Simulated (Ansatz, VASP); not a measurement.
# One calculation of TlCl, two programs

```
CELL_PARAMETERS angstrom
3.89748 0.00000 0.00000
0.00000 3.89748 0.00000
0.00000 0.00000 3.89748
ATOMIC_POSITIONS crystal
Tl 0.00000 0.00000 0.00000
Cl 0.50000 0.50000 0.50000
```

Alike in both runs: functional PBE; k mesh 8 × 8 × 8; occupations gaussian, width 0.02 eV; no spin polarisation.

Ansatz relaxed the structure, and its values are those at the end. VASP's run is a single point on that final structure, the one shown.

|  | VASP | Ansatz |
| --- | --- | --- |
| version | VASP 6.6.1 | Ansatz 0.2.0 |
| potentials or method | VASP PAW PBE potentials, release 64 (Tl_d, Cl), cutoff 500 eV | scalar-relativistic, plane waves, PAW |
| valence electrons in the cell | 20 | 20 |

|  | VASP | Ansatz | Ansatz less VASP |
| --- | --- | --- | --- |
| gap on the k mesh at the Fermi level (eV) | 2.20 | 2.19 | -0.007 |
| least direct gap on the mesh (eV) | 2.20 | 2.19 | -0.007 |
| pressure (GPa) | 0.0 | 0.0 | +0.06 |

Spin-orbit coupling is off throughout.
